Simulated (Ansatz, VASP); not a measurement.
Two plane-wave programs on LiF

The input POSCAR:

```
LiF
1.0
    3.0810126371      0.0000000000      0.0000000000
   -1.5405063186      2.6682352131      0.0000000000
    0.0000000000      0.0000000000      4.7853429675
Li F
2 2
Direct
    0.3333333333      0.6666666667     -0.0074305300
    0.6666666667      0.3333333333      0.4925694700
    0.3333333333      0.6666666667      0.3824305300
    0.6666666667      0.3333333333      0.8824305300
```

Contents of INCAR.step1:

```
ALGO = Normal ; EDIFF = 1E-4
ENCUT = 520 ; GGA = PE
ISMEAR = 0 ; LASPH = True
LCHARG = False ; LREAL = False
LWAVE = True ; NBANDS = 18
NELM = 60 ; PREC = Accurate
SIGMA = 0.5
```

INCAR.step2

```
ALGO = Normal ; EDIFF = 1E-7
ENCUT = 520 ; ISIF = 2
ISMEAR = 0 ; ISTART = 1
LASPH = True ; LCHARG = False
LMIXTAU = True ; LREAL = False
LWAVE = False ; METAGGA = R2SCAN
NBANDS = 18 ; NELM = 60
PREC = Accurate ; SIGMA = 0.5
```

KPOINTS

```
k-points
0
Gamma
  6 6 4
```

Input for Ansatz:

```yaml
crystal:
  lattice:
    - [3.0810126371, 0.0, 0.0]
    - [-1.5405063186, 2.6682352131, 0.0]
    - [0.0, 0.0, 4.7853429675]
  atoms:
    - { symbol: Li, position: [0.3333333333, 0.6666666667, -0.00743053] }
    - { symbol: Li, position: [0.6666666667, 0.3333333333, 0.49256947] }
    - { symbol: F, position: [0.3333333333, 0.6666666667, 0.38243053] }
    - { symbol: F, position: [0.6666666667, 0.3333333333, 0.88243053] }
kpoints:
  mp_grid: { grid: [6, 6, 4] }
hamiltonian:
  xc: r2scan
scf:
  occupations: { method: gaussian, width: 0.5 }
  n_extra_bands: 5
output:
  forces: true
  stress: true
  eigenvalues: true
```

Alike in both runs: task single point; functional r2SCAN; k mesh 6 × 6 × 4; occupations gaussian, width 0.5 eV; no spin polarisation.

|  | VASP | Ansatz |
| --- | --- | --- |
| version | VASP 6.6.1 | Ansatz 0.2.0 |
| potentials or method | VASP PAW PBE potentials, release 64 (Li_sv, F) | plane waves |
| plane-wave cutoff (eV) | 520 | 500 |
| valence electrons in the cell | 20 | 20 |

```csv
,VASP,Ansatz,Ansatz less VASP
gap on the k mesh at the Fermi level (eV),8.68,8.58,-0.094
```

VASP's potentials were made for PBE, not for r2SCAN.

Noted on VASP's run: the cutoff is short for stress, so the pressure is rough.
